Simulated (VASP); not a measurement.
# Hf3Ta2O (P6/mmm) in VASP: notebook

Hf3Ta2O is run at these levels: PBE; tasks: relaxation of cell and atoms, single point.

Everything below comes from runs of VASP 6.6.1. Logs are shortened: lines on timing, memory, paths and dates and some standing lists are left out, and cuts for length are marked.

### 1 The cell of the first run

The structure is hexagonal, space group P6/mmm (No. 191). The conventional cell has a = 4.096 Å, b = 4.096 Å, c = 7.550 Å, α = 90.00°, β = 90.00°, γ = 120.00°. Within 2.3 Å of Hf (site symmetry 6mm) lie 1 O at 1.75 Å and 1 Hf at 2.02 Å. Within 2.7 Å of Hf (site symmetry 6/mmm) lie 2 Hf at 2.02 Å and 6 Ta at 2.36 Å. Ta (site symmetry -6m2) has 9 Hf at 2.36 to 3.11 Å and 3 Ta at 2.36 Å within 3.2 Å. O (site symmetry 6/mmm) has 2 Hf at 1.75 Å within 2.3 Å.

The cell was built from a structure type or drawn by symmetry, and may not be a known phase.

### 2 Relaxation of cell and atoms, PBE

Input file INCAR:

```
SYSTEM = Hf3Ta2O
PREC = Accurate ; ENCUT = 600
EDIFF = 1E-6 ; ISMEAR = 0
SIGMA = 0.1 ; LREAL = .False.
LASPH = .True. ; NELM = 60
ALGO = Normal ; ISIF = 3
LWAVE = .False. ; LCHARG = .False.
GGA = PE ; IBRION = 2
NSW = 90 ; EDIFFG = -0.04
```

Input file KPOINTS:

```
Automatic mesh
0
Gamma
  6 6 2
  0 0 0
```

Input file POSCAR:

```
Hf3Ta2O
1.0
    4.0956048100      0.0000000000      0.0000000000
   -2.0478024000      3.5468978100      0.0000000000
    0.0000000000      0.0000000000      7.5504896200
Hf Ta O
3 2 1
Direct
    0.0000000000      0.0000000000      0.7681613800
    0.0000000000      0.0000000000      0.2318386200
    0.0000000000      0.0000000000      0.5000000000
    0.3333333300      0.6666666700      0.5000000000
    0.6666666700      0.3333333300      0.5000000000
    0.0000000000      0.0000000000      0.0000000000
```

Potentials or basis: VASP PAW PBE potentials, release 64 (Hf_pv, Ta_pv, O).

On the command line:

```console
cat potpaw_PBE.64/Hf_pv/POTCAR potpaw_PBE.64/Ta_pv/POTCAR potpaw_PBE.64/O/POTCAR > POTCAR
mpirun -np 1 vasp_std > vasp.out
```

OUTCAR:

```text
SYSTEM = Hf3Ta2O
   PREC = Accurate
   ENCUT = 600
   EDIFF = 1E-6
   ISMEAR = 0
   LREAL = .False.
   LASPH = .True.
   NELM = 60
   ISIF = 3
   GGA = PE
   IBRION = 2
   NSW = 90
   EDIFFG = -0.04

 ion  position               nearest neighbor table
   1  0.000  0.000  0.768-   6 1.75   3 2.02   5 3.11   4 3.11   4 3.11   5 3.11   5 3.11   4 3.11
                             2 3.50
   2  0.000  0.000  0.232-   6 1.75   3 2.02   5 3.11   4 3.11   4 3.11   5 3.11   5 3.11   4 3.11
                             1 3.50
   3  0.000  0.000  0.500-   1 2.02   2 2.02   4 2.36   5 2.36   4 2.36   5 2.36   5 2.36   4 2.36

   4  0.333  0.667  0.500-   3 2.36   5 2.36   5 2.36   3 2.36   3 2.36   5 2.36   1 3.11   2 3.11
                             1 3.11   2 3.11   1 3.11   2 3.11
   5  0.667  0.333  0.500-   3 2.36   4 2.36   4 2.36   3 2.36   3 2.36   4 2.36   1 3.11   2 3.11
                             2 3.11   1 3.11   2 3.11   1 3.11
   6  0.000  0.000  0.000-   1 1.75   2 1.75

  LATTYP: Found a hexagonal cell.
 ALAT       =     4.0956048100
 C/A-ratio  =     1.8435591250

  Lattice vectors:

 A1 = (   4.0956048100,   0.0000000000,   0.0000000000)
 A2 = (  -2.0478024000,   3.5468978100,   0.0000000000)
 A3 = (   0.0000000000,   0.0000000000,   7.5504896200)

Analysis of symmetry for initial positions (statically):
=====================================================================
 Subroutine PRICEL returns:
 Original cell was already a primitive cell.

 Routine SETGRP: Setting up the symmetry group for a
 hexagonal supercell.

 Subroutine GETGRP returns: Found 24 space group operations
 (whereof 24 operations were pure point group operations)
 out of a pool of 24 trial point group operations.

The static configuration has the point symmetry D_6h.

Analysis of symmetry for dynamics (positions and initial velocities):
=====================================================================
 Subroutine PRICEL returns:
 Original cell was already a primitive cell.

 Routine SETGRP: Setting up the symmetry group for a
 hexagonal supercell.

 Subroutine GETGRP returns: Found 24 space group operations
 (whereof 24 operations were pure point group operations)
 out of a pool of 24 trial point group operations.

The dynamic configuration has the point symmetry D_6h.

 Subroutine INISYM returns: Found 24 space group operations
 (whereof 24 operations are pure point group operations),
 and found     1 'primitive' translations

----------------------------------------------------------------------------------------

                                     Primitive cell

  volume of cell :     109.6836

  direct lattice vectors                    reciprocal lattice vectors
     4.095604810  0.000000000  0.000000000     0.244164182  0.140968256  0.000000000
    -2.047802400  3.546897810  0.000000000     0.000000000  0.281936513  0.000000000
     0.000000000  0.000000000  7.550489620     0.000000000  0.000000000  0.132441742

  length of vectors
     4.095604810  4.095604808  7.550489620     0.281936513  0.281936513  0.132441742

  position of ions in fractional coordinates (direct lattice)
     0.000000000  0.000000000  0.768161380
     0.000000000  0.000000000  0.231838620
     0.000000000  0.000000000  0.500000000
     0.333333330  0.666666670  0.500000000
     0.666666670  0.333333330  0.500000000
     0.000000000  0.000000000  0.000000000

  ion indices of the primitive-cell ions
   primitive index   ion index
                 1           1
                 2           2
                 3           3
                 4           4
                 5           5
                 6           6

----------------------------------------------------------------------------------------

 KPOINTS: Automatic mesh

Automatic generation of k-mesh.
 Grid dimensions read from file:
 generate k-points for:    6    6    2

 Generating k-lattice:

  Cartesian coordinates                     Fractional coordinates (reciprocal lattice)
     0.040694030  0.023494709  0.000000000     0.166666667  0.000000000  0.000000000
     0.000000000  0.046989419  0.000000000     0.000000000  0.166666667  0.000000000
     0.000000000  0.000000000  0.066220871     0.000000000  0.000000000  0.500000000

  Length of vectors
     0.046989419  0.046989419  0.066220871

  Shift w.r.t. Gamma in fractional coordinates (k-lattice)
     0.000000000  0.000000000  0.000000000

 Subroutine IBZKPT returns following result:
 ===========================================

 Found     14 irreducible k-points:

 Following reciprocal coordinates:
            Coordinates               Weight
  0.000000  0.000000  0.000000      1.000000
  0.166667  0.000000  0.000000      6.000000
  0.333333  0.000000  0.000000      6.000000
  0.500000  0.000000  0.000000      3.000000
  0.166667  0.166667  0.000000      6.000000
  0.333333  0.166667  0.000000     12.000000
  0.333333  0.333333  0.000000      2.000000
  0.000000  0.000000  0.500000      1.000000
  0.166667  0.000000  0.500000      6.000000
  0.333333  0.000000  0.500000      6.000000
  0.500000  0.000000  0.500000      3.000000
  0.166667  0.166667  0.500000      6.000000
  0.333333  0.166667  0.500000     12.000000
  0.333333  0.333333  0.500000      2.000000
   k-points           NKPTS =     14   k-points in BZ     NKDIM =     14   number of bands    NBANDS=     34
   number of dos      NEDOS =    301   number of ions     NIONS =      6
   total plane-waves  NPLWV =  77760
   dimension x,y,z NGX =    36 NGY =   36 NGZ =   60
   dimension x,y,z NGXF=    72 NGYF=   72 NGZF=  120
   ions per type =               3   2   1
   NGX,Y,Z   is equivalent  to a cutoff of  14.61, 14.61, 13.21 a.u.
   NGXF,Y,Z  is equivalent  to a cutoff of  29.23, 29.23, 26.42 a.u.
 SYSTEM =  Hf3Ta2O
   PREC   = accura    normal or accurate (medium, high low for compatibility)
   ISTART =      0    job   : 0-new  1-cont  2-samecut
   ICHARG =      2    charge: 1-file 2-atom 10-const
   ISPIN  =      1    spin polarized calculation?
   LNONCOLLINEAR =      F non collinear calculations
   LSORBIT =      F    spin-orbit coupling
   LASPH  =      T    aspherical Exc in radial PAW
   ENCUT  =  600.0 eV  44.10 Ry    6.64 a.u.   8.18  8.18 15.08*2*pi/ulx,y,z
   NELM   =     60;   NELMIN=  2; NELMDL= -5     # of ELM steps
   EDIFF  = 0.1E-05   stopping-criterion for ELM
   LREAL  =      F    real-space projection
   EDIFFG = -.4E-01   stopping-criterion for IOM
   NSW    =     90    number of steps for IOM
   IBRION =      2    ionic relax: 0-MD 1-quasi-New 2-CG
   NFREE  =      1    steps in history (QN), initial steepest desc. (CG)
   ISIF   =      3    stress and relaxation
   ISYM   =      2    0-nonsym 1-usesym 2-fastsym
   POTIM  = 0.5000    time-step for ionic-motion
   TEBEG  =    0.0;   TEEND  =   0.0 temperature during run
   PSTRESS=    0.0 pullay stress
   NELECT =      58.0000    total number of electrons
   NUPDOWN=      -1.0000    fix difference up-down
   EMIN   =  10.00;   EMAX   =-10.00  energy-range for DOS
   EFERMI =   0.00;   METHOD = LEGACY
   ISMEAR =     0;   SIGMA  =   0.10  broadening in eV -4-tet -1-fermi 0-gaus
   EFERMI_NEDOS =   21; number of points for ismear=-14 and -15
   IALGO  =     38    algorithm
   IMIX   =      4    mixing-type and parameters
     AMIX     =   0.40;   BMIX     =  1.00
     AMIX_MAG =   1.60;   BMIX_MAG =  1.00
  volume/ion in A,a.u.               =      18.28       123.36
  Fermi-wavevector in a.u.,A,eV,Ry     =   1.323844  2.501703 23.845074  1.752564
  Thomas-Fermi vector in A             =   2.453422
   LORBIT       =      0    0 simple, 1 ext, 2 COOP (PROOUT), +10 PAW based schemes
   GGA     = PE    functional components
   LHFCALC =     F    Hartree Fock is set to
   AEXX    =    0.0000 exact exchange contribution
   IVDW    =     0    specifies the selected vdW correction
   LEPSILON=     F    determine dielectric tensor
   LRPA    =     F    only Hartree local field effects (RPA)
 conjugate gradient relaxation of ions
 non-spin polarized calculation
 Gauss-broadening in eV      SIGMA  =   0.10
  energy-cutoff  :      600.00
  volume of cell :      109.68
 maximum number of plane-waves:      3680
 NGX is ok and might be reduce to    36
   NGX = 17   NGY = 17   NGZ = 31

--------------------------------------- Ionic step        1  -------------------------------------------

 number of electron      57.9999994 magnetization

 Free energy of the ion-electron system (eV)
  ---------------------------------------------------
  ext. energy  EPLUGINS =         0.00000000
  ---------------------------------------------------
  free energy    TOTEN  =       -40.19888123 eV

  energy without entropy =      -40.18132437  energy(sigma->0) =      -40.19010280

 E-fermi :   5.1636     XC(G=0): -10.9192

 val. band max:        5.1494824075   @ k =   0.3333   0.0000   0.5000
 cond. band min:       5.2635904601   @ k =   0.3333   0.3333   0.5000
 fundamental gap:      0.1141080525
 Fermi energy:         5.1636183861

 k-point     1 :       0.0000    0.0000    0.0000
  band No.  band energies     occupation
      1     -30.9010      2.00000
      2     -30.5383      2.00000
      3     -30.5383      2.00000
      4     -29.1490      2.00000
      5     -29.1490      2.00000
      6     -28.8549      2.00000
[... 544 lines left out ...]
  energy  without entropy=      -40.1813243727  energy(sigma->0) =      -40.19010280

--------------------------------------- Ionic step        2  -------------------------------------------

 number of electron      57.9999984 magnetization

 E-fermi :  -0.8050     XC(G=0):  -6.5080

 val. band max:       -0.8070880938   @ k =   0.5000   0.0000   0.0000
 cond. band min:      -0.7921505894   @ k =   0.3333   0.0000   0.5000
 fundamental gap:      0.0149375044
 Fermi energy:        -0.8049536061

 k-point     1 :       0.0000    0.0000    0.0000
  band No.  band energies     occupation
      1     -36.3791      2.00000
      2     -36.3584      2.00000
      3     -35.9523      2.00000
      4     -35.9523      2.00000
      5     -35.8500      2.00000
      6     -35.8500      2.00000
[... 580 lines left out ...]
  FREE ENERGIE OF THE ION-ELECTRON SYSTEM (eV)
  ---------------------------------------------------
  free  energy   TOTEN  =       -53.8484780010 eV

  energy  without entropy=      -53.7790187178  energy(sigma->0) =      -53.81374836

[... ionic steps 4 to 7 ...]

--------------------------------------- Ionic step        8  -------------------------------------------

 number of electron      58.0000003 magnetization

------------------------ aborting loop because EDIFF is reached ----------------------------------------

  FORCE on cell =-STRESS in cart. coord.  units (eV):
  Direction    XX          YY          ZZ          XY          YZ          ZX
  --------------------------------------------------------------------------------------
  -------------------------------------------------------------------------------------
  Total        0.0227389      0.0227389     -0.3467322      0.0000000      0.0000000      0.0000000
  in kB        0.2018008      0.2018008     -3.0771442      0.0000000      0.0000000      0.0000000
  external PRESSURE =      -0.8911809 kB  Pullay stress =       0.0000000 kB
[... 65 lines left out ...]
  energy  without entropy=      -54.0576420612  energy(sigma->0) =      -54.08774850

--------------------------------------- Ionic step       10  -------------------------------------------

 number of electron      57.9999997 magnetization

 Free energy of the ion-electron system (eV)
  ---------------------------------------------------
  ext. energy  EPLUGINS =         0.00000000
  ---------------------------------------------------
  free energy    TOTEN  =       -54.11807457 eV

  energy without entropy =      -54.05817719  energy(sigma->0) =      -54.08812588

 E-fermi :   2.2628     XC(G=0):  -8.8654

 val. band max:        2.2625266932   @ k =   0.3333   0.1667   0.0000
 cond. band min:       2.2688087431   @ k =   0.0000   0.0000   0.5000
 fundamental gap:      0.0062820498
 Fermi energy:         2.2628222432

 k-point     1 :       0.0000    0.0000    0.0000
  band No.  band energies     occupation
      1     -32.4507      2.00000
      2     -32.4507      2.00000
      3     -32.3731      2.00000
      4     -32.1866      2.00000
      5     -31.7965      2.00000
      6     -31.7965      2.00000
[... 540 lines left out ...]
  FREE ENERGIE OF THE ION-ELECTRON SYSTEM (eV)
  ---------------------------------------------------
  free  energy   TOTEN  =       -54.1180745742 eV

  energy  without entropy=      -54.0581771935  energy(sigma->0) =      -54.08812588

 reached required accuracy - stopping structural energy minimisation
```

Wall time 6.3 min (1 thread of Intel Xeon 6975P-C (Granite Rapids), shared host); peak memory 0.31 GiB.

What came out:

```
Free energy                           : -54.1181 eV
Relaxed volume                        : 30.03 Å³/atom
Relaxed cell                          : a = 4.777 Å, b = 4.777 Å, c = 9.120 Å, α = 90.00°, β = 90.00°, γ = 120.00°
Space group after relaxing (to 0.1 Å) : P6/mmm (No. 191)
Energy gained by relaxing             : 2319.9 meV/atom
Ionic steps                           : 10
Pressure after relaxing               : -0.1 GPa
Largest force after relaxing          : 0.017 eV/Å
Band gap on the k mesh                : zero (bands 29 and 30 overlap by 0.77 eV)
```

Forces in eV/Å, atoms in the order of the input:
```
Hf   0.000  0.000  0.017
Hf   0.000  0.000 -0.017
Hf   0.000  0.000  0.000
Ta   0.000  0.000  0.000
Ta   0.000  0.000  0.000
O    0.000  0.000  0.000
```

The path:
| step | energy change (eV) | largest force (eV/Å) | pressure (GPa) | volume (Å³) |
| --- | --- | --- | --- | --- |
| 1 | 0.0000 | 5.4383 | 86.85 | 109.68 |
| 2 | -0.4313 | 2.6364 | -15.03 | 352.14 |
| 3 | -13.6496 | 0.3618 | -4.56 | 192.20 |
| 4 | -13.8391 | 0.1667 | -1.86 | 183.79 |
| 5 | -13.8776 | 0.0583 | 0.49 | 177.81 |
| 6 | -13.8762 | 0.0849 | -0.17 | 179.40 |
| 7 | -13.9015 | 0.6575 | -0.01 | 181.12 |
| 8 | -13.9120 | 0.3769 | -0.09 | 180.53 |
| 9 | -13.9190 | 0.0562 | -0.08 | 180.27 |
| 10 | -13.9192 | 0.0173 | -0.07 | 180.21 |

Final structure:
```
CELL_PARAMETERS angstrom
4.77675 0.00000 0.00000
-2.38837 4.13679 0.00000
0.00000 0.00000 9.11970
ATOMIC_POSITIONS crystal
Hf 0.00000 0.00000 0.78752
Hf 0.00000 0.00000 0.21248
Hf 0.00000 0.00000 0.50000
Ta 0.33333 0.66667 0.50000
Ta 0.66667 0.33333 0.50000
O 0.00000 0.00000 0.00000
```

Caveat: the k points lie up to 0.34 Å⁻¹ apart in the final cell, too coarse for converged energies and pressures of a metal; the volume moved by over 15 % at a fixed basis, so the end points are rough; spin-orbit coupling is left out, which moves the levels of the heavy elements.

### 3 Single point, PBE

This run uses another cell than the first one, of 30.30 Å³/atom.

Input file INCAR:

```
  PREC = Accurate
  ENCUT = 520
  EDIFF = 1E-7
  ISMEAR = 0
  SIGMA = 0.1
  LREAL = F
  LASPH = T
  NELM = 100
  ALGO = Normal
  ISIF = 2
  LWAVE = F
  LCHARG = T
  GGA = PE
  LELF = T
  LVHAR = T
  NBANDS = 38
```

Input file KPOINTS:

```
regular mesh
0
Gamma
  12 12 4
```

Input file POSCAR:

```
Hf3Ta2O
1.0
    4.7770428948      0.0000000000      0.0000000000
   -2.3885214474      4.1370405019      0.0000000000
    0.0000000000      0.0000000000      9.1991407828
Hf Ta O
3 2 1
Direct
    0.0000000000      0.0000000000      0.7885781893
    0.0000000000      0.0000000000      0.2114218107
    0.0000000000      0.0000000000      0.5000000000
    0.3333333333      0.6666666667      0.5000000000
    0.6666666667      0.3333333333      0.5000000000
    0.0000000000      0.0000000000      0.0000000000
```

Potentials or basis: VASP PAW PBE potentials, release 64 (Hf_pv, Ta_pv, O).

On the command line:

```console
cat potpaw_PBE.64/Hf_pv/POTCAR potpaw_PBE.64/Ta_pv/POTCAR potpaw_PBE.64/O/POTCAR > POTCAR
mpirun -np 1 vasp_std > vasp.out
```

OUTCAR:

```text
PREC = Accurate
   ENCUT = 520
   EDIFF = 1E-7
   ISMEAR = 0
   LREAL = F
   LASPH = T
   NELM = 100
   ISIF = 2
   GGA = PE

 ion  position               nearest neighbor table
   1  0.000  0.000  0.789-   6 1.94   3 2.65
   2  0.000  0.000  0.211-   6 1.94   3 2.65
   3  0.000  0.000  0.500-   1 2.65   2 2.65   4 2.76   5 2.76   5 2.76   4 2.76   5 2.76   4 2.76

   4  0.333  0.667  0.500-   3 2.76   5 2.76   5 2.76   3 2.76   3 2.76   5 2.76
   5  0.667  0.333  0.500-   4 2.76   3 2.76   4 2.76   3 2.76   3 2.76   4 2.76
   6  0.000  0.000  0.000-   1 1.94   2 1.94
[... 1192 lines left out ...]
  -------------------------------------------------------------------------------------
  Total       -0.0972851     -0.0972851     -0.7125465      0.0000000     -0.0000000     -0.0000000
  in kB       -0.8573554     -0.8573554     -6.2795367      0.0000000     -0.0000000     -0.0000000
  external PRESSURE =      -2.6647492 kB  Pullay stress =       0.0000000 kB

 VOLUME and BASIS-vectors are now :
 -----------------------------------------------------------------------------
  energy-cutoff  :      520.00
  volume of cell :      181.80
      direct lattice vectors                 reciprocal lattice vectors
     4.777042895  0.000000000  0.000000000     0.209334524  0.120859344  0.000000000
    -2.388521447  4.137040502  0.000000000     0.000000000  0.241718687  0.000000000
     0.000000000  0.000000000  9.199140783     0.000000000  0.000000000  0.108705805

 POSITION                                       TOTAL-FORCE (eV/Angst)
 -----------------------------------------------------------------------------------
      0.00000      0.00000      7.25424         0.000000     -0.000000      0.082024
      0.00000      0.00000      1.94490         0.000000      0.000000     -0.082024
      0.00000      0.00000      4.59957         0.000000     -0.000000     -0.000000
     -0.00000      2.75803      4.59957         0.000000     -0.000000      0.000000
      2.38852      1.37901      4.59957        -0.000000      0.000000     -0.000000
      0.00000      0.00000      0.00000         0.000000     -0.000000     -0.000000
 -----------------------------------------------------------------------------------
    total drift:                                0.000000     -0.000000     -0.000000

  FREE ENERGIE OF THE ION-ELECTRON SYSTEM (eV)
  ---------------------------------------------------
  free  energy   TOTEN  =       -54.1576442650 eV

  energy  without entropy=      -54.1103792954  energy(sigma->0) =      -54.13401178
```

stdout:

```text
POSCAR found type information on POSCAR HfTaO
 POSCAR found :  3 types and       6 ions
 scaLAPACK will be used
 LDA part: xc-table for (Slater+PW92), standard interpolation
 POSCAR, INCAR and KPOINTS ok, starting setup
 FFT: planning ... GRIDC
 FFT: planning ... GRID_SOFT
 FFT: planning ... GRID
 WAVECAR not read
 entering main loop
```

Run time: 3.8 min. Hardware: 1 thread of Intel Xeon 6975P-C (Granite Rapids), shared host; peak memory 0.52 GiB.

What came out:

```
Free energy            : -54.1576 eV
Pressure               : -0.3 GPa
Largest force          : 0.082 eV/Å
Band gap on the k mesh : zero (bands 29 and 30 overlap by 0.80 eV)
```

Forces on the atoms (eV/Å):
```
Hf   0.000  0.000  0.082
Hf   0.000  0.000 -0.082
Hf   0.000  0.000  0.000
Ta   0.000  0.000  0.000
Ta   0.000  0.000  0.000
O    0.000  0.000  0.000
```

Levels at points of the mesh, in eV from the Fermi level:
```
           k point  band 26  band 27  band 28  band 29  band 30  band 31  band 32  band 33
(0.00, 0.00, 0.00)    -1.10    -0.99    -0.47    -0.47    -0.47    -0.47     0.66     0.66
(0.50, 0.00, 0.00)    -1.27    -0.81    -0.67    -0.56    -0.39     0.23     0.92     0.98
(0.00, 0.00, 0.50)    -1.11    -0.64    -0.64    -0.44    -0.44    -0.02     0.74     0.74
(0.50, 0.00, 0.50)    -1.28    -0.67    -0.59    -0.52    -0.07     0.34     0.35     1.10
```

Caveat: spin-orbit coupling is left out, which moves the levels of the heavy elements.
